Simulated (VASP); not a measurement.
Here is a VASP 6.6.1 calculation.

The input INCAR:

```
SYSTEM = In2O3
PREC = Accurate ; ENCUT = 520
EDIFF = 1E-7 ; ISMEAR = 0
SIGMA = 0.02 ; LREAL = .False.
LASPH = .True. ; NELM = 80
ALGO = Normal ; ISIF = 2
LWAVE = .False. ; LCHARG = .False.
GGA = PS ; NBANDS = 55
```

Contents of KPOINTS:

```
regular mesh
0
Gamma
  6 6 6
  0 0 0
```

File POSCAR:

```
In2O3
1.0
    2.7562186578      1.5913035840      4.8456979816
   -2.7562186578      1.5913035840      4.8456979816
    0.0000000000     -3.1826071681      4.8456979816
In O
4 6
Direct
    0.6425528069      0.6425528069      0.6425528069
    0.8574471931      0.8574471931      0.8574471931
    0.3574471931      0.3574471931      0.3574471931
    0.1425528069      0.1425528069      0.1425528069
    0.0458555512      0.7500000000      0.4541444488
    0.7500000000      0.4541444488      0.0458555512
    0.4541444488      0.0458555512      0.7500000000
    0.9541444488      0.2500000000      0.5458555512
    0.5458555512      0.9541444488      0.2500000000
    0.2500000000      0.5458555512      0.9541444488
```

Potentials or basis: VASP PAW PBE potentials, release 64 (In_d, O).

Command:

```bash
$ cat potpaw_PBE.64/In_d/POTCAR potpaw_PBE.64/O/POTCAR > POTCAR
$ mpirun -np 1 vasp_std > vasp.out
```

(1) Predict the band gap on the k mesh.

(2) Predict the pressure.

(3) Estimate the largest force.

Answers

(1) 1.11 eV (least direct gap 1.16 eV).

(2) 0.5 GPa.

(3) 0.005 eV/Å.

Caveat: the PAW data sets were made with another functional, which shifts forces and pressure a little; spin-orbit coupling is left out, which moves the levels of the heavy elements.
